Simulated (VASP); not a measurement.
Set up this calculation in VASP 6.6.1, as the native input.

| Quantity | Value |
| --- | --- |
| Task | single point |
| Functional | PBE |
| Potentials or basis | VASP PAW PBE potentials, release 64 (Sn_d, O) |
| Cutoff | 520 eV |
| k mesh | 8 × 8 × 8 |
| Occupations | fermi-dirac, width 0.02 eV |
| Spin | no spin polarisation |
| Dipole correction | no |
| Further INCAR settings | ALGO = Normal; EDIFF = 1e-06; NBANDS = 17 |

The structure of SnO lies in POSCAR:

```
SnO
1.0
    3.1034067827      0.0000000000      0.0000000000
    0.0000000000      3.1034067827      0.0000000000
    0.0000000000      0.0000000000      3.1034067827
Sn O
1 1
Direct
    0.0000000000      0.0000000000      0.0000000000
    0.5000000000      0.5000000000      0.5000000000
```

One way to write it, as run:

INCAR

```
SYSTEM = SnO
PREC = Accurate
ENCUT = 520
EDIFF = 1E-6
ISMEAR = -1
SIGMA = 0.02
LREAL = .FALSE.
LASPH = .TRUE.
NELM = 80
ALGO = Normal
ISIF = 2
LWAVE = .FALSE.
LCHARG = .FALSE.
GGA = PE
NBANDS = 17
```

KPOINTS

```
regular mesh
0
G
  8 8 8
  0 0 0
```

Potentials or basis: VASP PAW PBE potentials, release 64 (Sn_d, O).

Command:

```console
$ cat potpaw_PBE.64/Sn_d/POTCAR potpaw_PBE.64/O/POTCAR > POTCAR
$ mpirun -np 1 vasp_std > vasp.out
```

It gave:

```
Pressure               : 2.9 GPa
Band gap on the k mesh : zero (band 10 reaches 8.51 eV, above the bottom of band 11 at 8.38 eV)
```

Caveat: spin-orbit coupling is left out, which moves the levels of the heavy elements.

Run time: 12 s on 1 thread of Intel(R) Xeon(R) Platinum 8259CL CPU @ 2.50GHz (Skylake/Cascade Lake), with other jobs on the host, peak memory 0.15 GiB.
